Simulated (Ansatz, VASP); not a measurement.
## Ca: VASP beside Ansatz

```xyz
1
Lattice="0.0000 2.7523 2.7523 2.7523 0.0000 2.7523 2.7523 2.7523 0.0000" Properties=species:S:1:pos:R:3 pbc="T T T"
Ca    0.0000    0.0000    0.0000
```

Change from the starting cell: strain -0.015 along x and y, -0.015 along z, atoms carried along.

Alike in both runs: task single point; functional PBEsol; k mesh 14 × 14 × 14; occupations gaussian, width 0.15 eV; no spin polarisation.

```csv
,VASP,Ansatz
version,VASP 6.6.1,Ansatz 0.2.0
potentials or method,"VASP PAW PBE potentials, release 64 (Ca_sv), cutoff 520 eV","scalar-relativistic, plane waves, PAW"
valence electrons in the cell,10,10
```

|  | VASP | Ansatz | Ansatz less VASP |
| --- | --- | --- | --- |
| gap on the k mesh at the Fermi level (eV) | none | none | - |
| pressure (GPa) | -0.4 | -0.5 | -0.03 |

VASP's potentials were made for PBE, not for PBEsol. A gap of «none» marks a metal or a gap that the smearing closes. The functional is the same, so the differences come from potentials, cutoffs and numerics.
